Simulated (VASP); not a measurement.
Write the native input for VASP 6.6.1 that does the following.

```yaml
Task: single point
Functional: PBEsol
Potentials_or_basis: VASP PAW PBE potentials, release 64 (Co, Pd)
Cutoff: 520 eV
k_mesh: 14 × 14 × 14
Occupations: fermi-dirac, width 0.1 eV
Spin: no spin polarisation
Dipole_correction: no
Further_INCAR_settings: ALGO = Normal; EDIFF = 1e-07; NBANDS = 16
```

The structure of CoPd lies in POSCAR:

```
CoPd
1.0
    1.3459330638      0.7770748167      4.2939193827
   -1.3459330638      0.7770748167      4.2939193827
    0.0000000000     -1.5541496334      4.2939193827
Co Pd
1 1
Direct
    0.0000000000      0.0000000000      0.0000000000
    0.5000000000      0.5000000000      0.5000000000
```

These files were run (other wordings do the same):

INCAR

```
SYSTEM = CoPd
  PREC = Accurate
  ENCUT = 520
  EDIFF = 1E-7
  ISMEAR = -1
  SIGMA = 0.1
  LREAL = .False.
  LASPH = .True.
  NELM = 80
  ALGO = Normal
  ISIF = 2
  LWAVE = .False.
  LCHARG = .False.
  GGA = PS
  NBANDS = 16
```

KPOINTS

```
regular mesh
0
Gamma
  14 14 14
  0 0 0
```

Potentials or basis: VASP PAW PBE potentials, release 64 (Co, Pd).

Launch:

```bash
$ cat potpaw_PBE.64/Co/POTCAR potpaw_PBE.64/Pd/POTCAR > POTCAR
$ mpirun -np 1 vasp_std > vasp.out
```

Results of the run:

* Pressure: -15.0 GPa

Caveat: the PAW data sets were made with another functional, which shifts forces and pressure a little.

Wall time 11 min on 1 thread of AMD EPYC 7R13, on a shared host, peak memory 0.28 GiB.
